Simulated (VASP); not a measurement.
# Hf (P6_3/mmc) in VASP: notebook

Runs on Hf. Level: PBE. Tasks: electric field gradients.

All numbers are computed with VASP 6.6.1; they aren't measurements. Logs are shortened: lines on timing, memory, paths and dates and some standing lists are left out, and cuts for length are marked.

## (1) The cell of the first run

Symmetry: P6_3/mmc, No. 194, hexagonal system. The conventional cell has a = 3.197 Å, b = 3.197 Å, c = 4.906 Å, α = 90.00°, β = 90.00°, γ = 120.00°. Within 4.0 Å of Hf (site symmetry -6m2) lie 12 Hf at 3.07 to 3.20 Å.

## (2) Electric field gradients, PBE (zz strain of -3 %)

INCAR reads:

```
PREC = Accurate ; ENCUT = 520
EDIFF = 1E-8 ; ISMEAR = -1
SIGMA = 0.05 ; LREAL = F
LASPH = T ; NELM = 60
ALGO = Normal ; ISIF = 2
LWAVE = F ; LCHARG = F
GGA = PE ; LEFG = T
NBANDS = 17
```

KPOINTS reads:

```
regular mesh
0
Gamma
  13 13 7
```

POSCAR reads:

```
Hf
1.0
    3.1966985242      0.0000000000      0.0000000000
   -1.5983492621      2.7684221302      0.0000000000
    0.0000000000      0.0000000000      4.9060660000
Hf
2
Direct
    0.3333333333      0.6666666667      0.2500000000
    0.6666666667      0.3333333333      0.7500000000
```

Potentials or basis: VASP PAW PBE potentials, release 64 (Hf_pv).

Launch:

```
$ cat potpaw_PBE.64/Hf_pv/POTCAR > POTCAR
$ mpirun -np 1 vasp_std > vasp.out
```

OUTCAR:

```text
PREC = Accurate
   ENCUT = 520
   EDIFF = 1E-8
   ISMEAR = -1
   LREAL = F
   LASPH = T
   NELM = 60
   ISIF = 2
   GGA = PE

 ion  position               nearest neighbor table
   1  0.333  0.667  0.250-   2 3.07   2 3.07   2 3.07   2 3.07   2 3.07   2 3.07
   2  0.667  0.333  0.750-   1 3.07   1 3.07   1 3.07   1 3.07   1 3.07   1 3.07

  LATTYP: Found a hexagonal cell.
 ALAT       =     3.1966985242
 C/A-ratio  =     1.5347290221

  Lattice vectors:

 A1 = (   3.1966985242,   0.0000000000,   0.0000000000)
 A2 = (  -1.5983492621,   2.7684221302,   0.0000000000)
 A3 = (   0.0000000000,   0.0000000000,   4.9060660000)

Analysis of symmetry for initial positions (statically):
=====================================================================
 Subroutine PRICEL returns:
 Original cell was already a primitive cell.

 Routine SETGRP: Setting up the symmetry group for a
 hexagonal supercell.

 Subroutine GETGRP returns: Found 24 space group operations
 (whereof 12 operations were pure point group operations)
 out of a pool of 24 trial point group operations.

The static configuration has the point symmetry D_3d.
 The point group associated with its full space group is D_6h.

Analysis of symmetry for dynamics (positions and initial velocities):
=====================================================================
 Subroutine PRICEL returns:
 Original cell was already a primitive cell.

 Routine SETGRP: Setting up the symmetry group for a
 hexagonal supercell.

 Subroutine GETGRP returns: Found 24 space group operations
 (whereof 12 operations were pure point group operations)
 out of a pool of 24 trial point group operations.

The dynamic configuration has the point symmetry D_3d.
 The point group associated with its full space group is D_6h.

 Subroutine INISYM returns: Found 24 space group operations
 (whereof 12 operations are pure point group operations),
 and found     1 'primitive' translations

----------------------------------------------------------------------------------------

                                     Primitive cell

  volume of cell :      43.4178

  direct lattice vectors                    reciprocal lattice vectors
     3.196698524  0.000000000  0.000000000     0.312822743  0.180608295  0.000000000
    -1.598349262  2.768422130  0.000000000     0.000000000  0.361216589  0.000000000
     0.000000000  0.000000000  4.906066000     0.000000000  0.000000000  0.203829300

  length of vectors
     3.196698524  3.196698524  4.906066000     0.361216589  0.361216589  0.203829300

  position of ions in fractional coordinates (direct lattice)
     0.333333333  0.666666667  0.250000000
     0.666666667  0.333333333  0.750000000

  ion indices of the primitive-cell ions
   primitive index   ion index
                 1           1
                 2           2

----------------------------------------------------------------------------------------

 KPOINTS: regular mesh

Automatic generation of k-mesh.
 Grid dimensions read from file:
 generate k-points for:   13   13    7

 Generating k-lattice:

  Cartesian coordinates                     Fractional coordinates (reciprocal lattice)
     0.024063288  0.013892946  0.000000000     0.076923077  0.000000000  0.000000000
     0.000000000  0.027785891  0.000000000     0.000000000  0.076923077  0.000000000
     0.000000000  0.000000000  0.029118471     0.000000000  0.000000000  0.142857143

  Length of vectors
     0.027785891  0.027785891  0.029118471

  Shift w.r.t. Gamma in fractional coordinates (k-lattice)
     0.000000000  0.000000000  0.000000000

 Subroutine IBZKPT returns following result:
 ===========================================

 Found     84 irreducible k-points:

 Following reciprocal coordinates:
            Coordinates               Weight
  0.000000  0.000000  0.000000      1.000000
  0.076923  0.000000  0.000000      6.000000
  0.153846  0.000000  0.000000      6.000000
  0.230769  0.000000  0.000000      6.000000
  0.307692  0.000000  0.000000      6.000000
  0.384615  0.000000  0.000000      6.000000
[... 16 lines left out ...]
  0.076923  0.000000  0.142857     12.000000
  0.153846  0.000000  0.142857     12.000000
 [... further k-points ...]
   k-points           NKPTS =     84   k-points in BZ     NKDIM =     84   number of bands    NBANDS=     17
   number of dos      NEDOS =    301   number of ions     NIONS =      2
   total plane-waves  NPLWV =  20736
   dimension x,y,z NGX =    24 NGY =   24 NGZ =   36
   dimension x,y,z NGXF=    48 NGYF=   48 NGZF=   72
   ions per type =               2
   NGX,Y,Z   is equivalent  to a cutoff of  12.48, 12.48, 12.20 a.u.
   NGXF,Y,Z  is equivalent  to a cutoff of  24.96, 24.96, 24.40 a.u.
 SYSTEM =  unknown system
   PREC   = accura    normal or accurate (medium, high low for compatibility)
   ISTART =      0    job   : 0-new  1-cont  2-samecut
   ICHARG =      2    charge: 1-file 2-atom 10-const
   ISPIN  =      1    spin polarized calculation?
   LNONCOLLINEAR =      F non collinear calculations
   LSORBIT =      F    spin-orbit coupling
   LASPH  =      T    aspherical Exc in radial PAW
   ENCUT  =  520.0 eV  38.22 Ry    6.18 a.u.   5.94  5.94  9.12*2*pi/ulx,y,z
   NELM   =     60;   NELMIN=  2; NELMDL= -5     # of ELM steps
   EDIFF  = 0.1E-07   stopping-criterion for ELM
   LREAL  =      F    real-space projection
   EDIFFG = 0.1E-06   stopping-criterion for IOM
   NSW    =      0    number of steps for IOM
   IBRION =     -1    ionic relax: 0-MD 1-quasi-New 2-CG
   NFREE  =      0    steps in history (QN), initial steepest desc. (CG)
   ISIF   =      2    stress and relaxation
   ISYM   =      2    0-nonsym 1-usesym 2-fastsym
   POTIM  = 0.5000    time-step for ionic-motion
   TEBEG  =    0.0;   TEEND  =   0.0 temperature during run
   PSTRESS=    0.0 pullay stress
   NELECT =      20.0000    total number of electrons
   NUPDOWN=      -1.0000    fix difference up-down
   EMIN   =  10.00;   EMAX   =-10.00  energy-range for DOS
   EFERMI =   0.00;   METHOD = LEGACY
   ISMEAR =    -1;   SIGMA  =   0.05  broadening in eV -4-tet -1-fermi 0-gaus
   EFERMI_NEDOS =   21; number of points for ismear=-14 and -15
   IALGO  =     38    algorithm
   IMIX   =      4    mixing-type and parameters
     AMIX     =   0.40;   BMIX     =  1.00
     AMIX_MAG =   1.60;   BMIX_MAG =  1.00
  volume/ion in A,a.u.               =      21.71       146.50
  Fermi-wavevector in a.u.,A,eV,Ry     =   1.264336  2.389248 21.749519  1.598545
  Thomas-Fermi vector in A             =   2.397646
   LORBIT       =      0    0 simple, 1 ext, 2 COOP (PROOUT), +10 PAW based schemes
   GGA     = PE    functional components
   LHFCALC =     F    Hartree Fock is set to
   AEXX    =    0.0000 exact exchange contribution
   IVDW    =     0    specifies the selected vdW correction
   LEPSILON=     F    determine dielectric tensor
   LRPA    =     F    only Hartree local field effects (RPA)
 non-spin polarized calculation
  energy-cutoff  :      520.00
  volume of cell :       43.42
 maximum number of plane-waves:      1183
 NGX is ok and might be reduce to    24
   NGX = 11   NGY = 11   NGZ = 19

 number of electron      20.0000006 magnetization

 Free energy of the ion-electron system (eV)
  ---------------------------------------------------
  ext. energy  EPLUGINS =         0.00000000
  ---------------------------------------------------
  free energy    TOTEN  =       -19.82650639 eV

  energy without entropy =      -19.81358851  energy(sigma->0) =      -19.82004745

 E-fermi :   5.1436     XC(G=0): -11.4200

 val. band max:        5.1431574048   @ k =   0.3077   0.2308   0.2857
 cond. band min:       5.1497913332   @ k =   0.3077   0.2308   0.4286
 fundamental gap:      0.0066339284
 Fermi energy:         5.1436087632

 k-point     1 :       0.0000    0.0000    0.0000
  band No.  band energies     occupation
      1     -25.9686      2.00000
      2     -25.1495      2.00000
      3     -25.1495      2.00000
      4     -24.9855      2.00000
      5     -24.9855      2.00000
      6     -24.9515      2.00000
[... 9 lines left out ...]
     16       7.5847      0.00000
     17      10.5750      0.00000

 k-point     2 :       0.0769    0.0000    0.0000
  band No.  band energies     occupation
      1     -25.9516      2.00000
      2     -25.1822      2.00000
      3     -25.1613      2.00000
      4     -25.0206      2.00000
      5     -24.9891      2.00000
      6     -24.9606      2.00000
[... 9 lines left out ...]
     16       7.4119      0.00000
     17      10.7307      0.00000

 k-point     3 :       0.1538    0.0000    0.0000
  band No.  band energies     occupation
      1     -25.9022      2.00000
      2     -25.2730      2.00000
      3     -25.1929      2.00000
      4     -25.1156      2.00000
      5     -25.0001      2.00000
      6     -24.9880      2.00000
[... 9 lines left out ...]
     16       7.8085      0.00000
     17      11.0766      0.00000

 k-point     4 :       0.2308    0.0000    0.0000
  band No.  band energies     occupation
      1     -25.8262      2.00000
      2     -25.4016      2.00000
      3     -25.2440      2.00000
      4     -25.2356      2.00000
      5     -25.0329      2.00000
      6     -25.0173      2.00000
[... 9 lines left out ...]
     16       8.5473      0.00000
     17      11.4326      0.00000

 k-point     5 :       0.3077    0.0000    0.0000
  band No.  band energies     occupation
      1     -25.7328      2.00000
      2     -25.5383      2.00000
      3     -25.3738      2.00000
      4     -25.2791      2.00000
      5     -25.0930      2.00000
      6     -25.0369      2.00000
[... 9 lines left out ...]
     16       9.4838      0.00000
     17      11.7064      0.00000

 k-point     6 :       0.3846    0.0000    0.0000
  band No.  band energies     occupation
      1     -25.6514      2.00000
      2     -25.6368      2.00000
      3     -25.4771      2.00000
      4     -25.3140      2.00000
      5     -25.1613      2.00000
      6     -25.0540      2.00000
[... 9 lines left out ...]
     16      10.4879      0.00000
     17      11.8774      0.00000
[... 281 lines left out ...]
 k-point    21 :       0.3077    0.3077    0.0000
  band No.  band energies     occupation
      1     -25.6350      2.00000
      2     -25.4886      2.00000
      3     -25.4430      2.00000
      4     -25.4307      2.00000
      5     -25.3332      2.00000
      6     -25.2714      2.00000
[... 9 lines left out ...]
     16      11.1541      0.00000
     17      11.1687      0.00000

 k-point    22 :       0.0000    0.0000    0.1429
  band No.  band energies     occupation
      1     -25.9220      2.00000
      2     -25.1414      2.00000
      3     -25.1414      2.00000
      4     -25.0061      2.00000
      5     -24.9937      2.00000
      6     -24.9937      2.00000
[... 9 lines left out ...]
     16       7.9537      0.00000
     17      10.6974      0.00000

 k-point    23 :       0.0769    0.0000    0.1429
  band No.  band energies     occupation
      1     -25.9074      2.00000
      2     -25.1729      2.00000
      3     -25.1528      2.00000
      4     -25.0564      2.00000
      5     -24.9978      2.00000
      6     -24.9858      2.00000
[... 9 lines left out ...]
     16       7.9327      0.00000
     17      10.8243      0.00000

 k-point    24 :       0.1538    0.0000    0.1429
  band No.  band energies     occupation
      1     -25.8660      2.00000
      2     -25.2598      2.00000
      3     -25.1835      2.00000
      4     -25.1574      2.00000
      5     -25.0098      2.00000
      6     -25.0010      2.00000
[... 9 lines left out ...]
     16       8.1138      0.00000
     17      11.1000      0.00000

 [... further k-points ...]
[... 5 lines left out ...]
  --------------------------------------------------------------------------------------
  -------------------------------------------------------------------------------------
  Total        0.7159334      0.7159334      1.8781611      0.0000000      0.0000000     -0.0000000
  in kB       26.4189672     26.4189672     69.3068316      0.0000000      0.0000000     -0.0000000
  external PRESSURE =      40.7149220 kB  Pullay stress =       0.0000000 kB

 VOLUME and BASIS-vectors are now :
 -----------------------------------------------------------------------------
  energy-cutoff  :      520.00
  volume of cell :       43.42
      direct lattice vectors                 reciprocal lattice vectors
     3.196698524  0.000000000  0.000000000     0.312822743  0.180608295  0.000000000
    -1.598349262  2.768422130  0.000000000     0.000000000  0.361216589  0.000000000
     0.000000000  0.000000000  4.906066000     0.000000000  0.000000000  0.203829300

 POSITION                                       TOTAL-FORCE (eV/Angst)
 -----------------------------------------------------------------------------------
     -0.00000      1.84561      1.22652        -0.000000      0.000000      0.000000
      1.59835      0.92281      3.67955         0.000000     -0.000000      0.000000
 -----------------------------------------------------------------------------------
    total drift:                                0.000000     -0.000000      0.000000

  FREE ENERGIE OF THE ION-ELECTRON SYSTEM (eV)
  ---------------------------------------------------
  free  energy   TOTEN  =       -19.8265063918 eV

  energy  without entropy=      -19.8135885141  energy(sigma->0) =      -19.82004745

 Electric field gradients (V/A^2)
---------------------------------------------------------------------
 ion       V_xx      V_yy      V_zz      V_xy      V_xz      V_yz
---------------------------------------------------------------------
   1     -57.319   -57.319   114.638     0.000    -0.000     0.000
   2     -57.319   -57.319   114.638     0.000     0.000    -0.000
---------------------------------------------------------------------

 Electric field gradients after diagonalization (V/A^2)
 (convention: |V_zz| > |V_xx| > |V_yy|)
----------------------------------------------------------------------
 ion       V_xx      V_yy      V_zz     asymmetry (V_yy - V_xx)/ V_zz
----------------------------------------------------------------------
   1     -57.320   -57.318   114.638       0.000
   2     -57.320   -57.318   114.638       0.000
----------------------------------------------------------------------

           NMR quadrupolar parameters

 Cq : quadrupolar parameter    Cq=e*Q*V_zz/h
 eta: asymmetry parameters     (V_yy - V_xx)/ V_zz
 Q  : nuclear electric quadrupole moment in mb (millibarn)
----------------------------------------------------------------------
 ion       Cq(MHz)       eta       Q (mb)
----------------------------------------------------------------------
   1       0.277       0.000       1.000
   2       0.277       0.000       1.000
----------------------------------------------------------------------
```

Wall time 66 s (1 thread of Intel Xeon 8259CL, shared host); peak memory 0.19 GiB.

What came out:

```yaml
Free_energy: -19.8265 eV
Pressure: 4.1 GPa
Band_gap_on_the_k_mesh: zero (band 10 reaches 6.24 eV, above the bottom of band 11 at 4.73 eV)
```

Levels at points of the mesh, in eV from the Fermi level:
```
           k point  band 8  band 9  band 10  band 11  band 12  band 13
(0.00, 0.00, 0.00)   -3.75    1.01     1.10     1.10     1.76     2.04
```

Electric field gradients, principal values (V/Å²):
| atom | least | middle | greatest (by size) |
| --- | --- | --- | --- |
| 1 Hf | -57.318 | -57.320 | 114.638 |
| 2 Hf | -57.318 | -57.320 | 114.638 |

Caveat: the cell differs from its parent crystal (zz strain of -3 %); without QUAD_EFG the Cq values of the log hold for a quadrupole moment of 1 mb, not for the nuclei; spin-orbit coupling is left out, which moves the levels of the heavy elements.

(Continued in part 2 of 2.)
